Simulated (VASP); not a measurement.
Wanted: the native input for a VASP 6.6.1 run.

```yaml
Task: single point
Functional: PBEsol
Potentials_or_basis: VASP PAW PBE potentials, release 64 (Mn_pv, Sb)
Cutoff: 520 eV
k_mesh: 6 × 6 × 6
Occupations: gaussian, width 0.1 eV
Spin: collinear spin, ferrimagnetic start
Starting_moments: "[-4.0, -4.0, 4.0, 0.0] μB"
Dipole_correction: no
Further_INCAR_settings: ALGO = Normal; EDIFF = 1e-07; NBANDS = 34
```

The structure of Mn3Sb lies in POSCAR:

```
Mn3Sb
1.0
    0.0000000000      2.9941220000      2.9941220000
    2.9941220000      0.0000000000      2.9941220000
    2.9941220000      2.9941220000      0.0000000000
Mn Sb
3 1
Direct
    0.7500000000      0.7500000000      0.7500000000
    0.2500000000      0.2500000000      0.2500000000
    0.0000000000      0.0000000000      0.0000000000
    0.5000000000      0.5000000000      0.5000000000
```

The input as run:

INCAR

```
  PREC = Accurate
  ENCUT = 520
  EDIFF = 1E-7
  ISMEAR = 0
  SIGMA = 0.1
  LREAL = F
  LASPH = T
  NELM = 150
  ALGO = Normal
  ISIF = 2
  LWAVE = F
  LCHARG = F
  ISPIN = 2
  MAGMOM = -4 -4 4 0
  LORBIT = 11
  LMAXMIX = 4
  GGA = PS
  NBANDS = 34
```

KPOINTS

```
Automatic mesh
0
Gamma
  6 6 6
```

Potentials or basis: VASP PAW PBE potentials, release 64 (Mn_pv, Sb).

The run is started by

```bash
$ cat potpaw_PBE.64/Mn_pv/POTCAR potpaw_PBE.64/Sb/POTCAR > POTCAR
$ mpirun -np 1 vasp_std > vasp.out
```

Results of the run:

```
Pressure                                              : -8.4 GPa
Band gap on the k mesh                                : zero (filled and empty bands overlap)
Net moment                                            : 2.02 μB per cell
Site moments                                          : Mn -0.48, +2.87 (each value once); Sb +0.03 μB
Valence electrons inside the program's atomic spheres : Mn 11.88, 11.69 (each value once); Sb 2.56
```

Caveat: the cell stands under tension; the PAW data sets were made with another functional, which shifts forces and pressure a little; spin-orbit coupling is left out, which moves the levels of the heavy elements.

Wall time 78 s on 1 thread of AMD EPYC 9R45 96-Core Processor (Zen 5), on a shared host, peak memory 0.19 GiB.
